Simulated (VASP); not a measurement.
Write the native input for VASP 6.6.1 that does the following.

- Task: single point
- Functional: HSE06
- Potentials or basis: VASP PAW PBE potentials, release 64 (Si)
- Cutoff: 400 eV
- k mesh: 1 × 1 × 1
- Occupations: gaussian, width 0.01 eV
- Spin: no spin polarisation
- Dipole correction: no
- Grid for exact exchange (PRECFOCK): Normal
- Further INCAR settings: ALGO = Normal; EDIFF = 1e-06; NBANDS = 26
- Share of exact exchange: 0.25
- Screening parameter: 0.2079 1/Å

The system is Si.

```
Si
1.0
     0.00000    5.44370    5.44370
     5.44370    0.00000    5.44370
     2.72185    2.72185    0.00000
Si
8
Direct
  0.13715 0.12156 0.25410
  0.00076 0.00434 0.98543
  0.12284 0.62110 0.23883
  0.99562 0.49734 0.99702
  0.62029 0.12719 0.24431
  0.48339 0.00619 0.99593
  0.62114 0.62640 0.25239
  0.50027 0.49556 0.00199
```

These files were run (other wordings do the same):

POSCAR

```
Si
1.0
    0.0000000000      5.4437020000      5.4437020000
    5.4437020000      0.0000000000      5.4437020000
    2.7218510000      2.7218510000      0.0000000000
Si
8
Direct
    0.1371490000      0.1215560000      0.2541030000
    0.0007610000      0.0043390000     -0.0145700000
    0.1228450000      0.6210960000      0.2388330000
   -0.0043840000      0.4973370000     -0.0029800000
    0.6202890000      0.1271930000      0.2443110000
    0.4833850000      0.0061870000     -0.0040720000
    0.6211380000      0.6263950000      0.2523890000
    0.5002740000      0.4955600000      0.0019910000
```

INCAR.step1

```
SYSTEM = Si
  ALGO = Normal
  EDIFF = 1E-5
  ENCUT = 400
  GGA = PE
  GGA_COMPAT = .False.
  ISIF = 2
  ISMEAR = 0
  LASPH = .True.
  LCHARG = .False.
  LREAL = .False.
  LWAVE = .True.
  NBANDS = 26
  NELM = 120
  PREC = Accurate
  SIGMA = 0.01
```

INCAR.step2

```
SYSTEM = Si
  ALGO = Normal
  EDIFF = 1E-6
  ENCUT = 400
  GGA = PE
  GGA_COMPAT = .False.
  HFSCREEN = 0.2079
  ISIF = 2
  ISMEAR = 0
  ISTART = 1
  LASPH = .True.
  LCHARG = .False.
  LHFCALC = .True.
  LREAL = .False.
  LWAVE = .False.
  NBANDS = 26
  NELM = 120
  PREC = Accurate
  PRECFOCK = Normal
  SIGMA = 0.01
```

KPOINTS

```
k-points
0
Gamma
  1 1 1
  0 0 0
```

Potentials or basis: VASP PAW PBE potentials, release 64 (Si).

Command:

```console
$ cat potpaw_PBE.64/Si/POTCAR > POTCAR
$ cp INCAR.step1 INCAR
$ mpirun -np 1 vasp_gam > vasp.out
$ cp INCAR.step2 INCAR
$ mpirun -np 1 vasp_gam > vasp.out
```

It gave:

```
Pressure      : 12.2 GPa
Largest force : 2.767 eV/Å
```

Caveat: the k points lie up to 1.63 Å⁻¹ apart; the PAW data sets were made with another functional, which shifts forces and pressure a little.

Run time: 38 s on 1 thread of Intel(R) Xeon(R) 6975P-C (Granite Rapids), with other jobs on the host, peak memory 0.34 GiB.
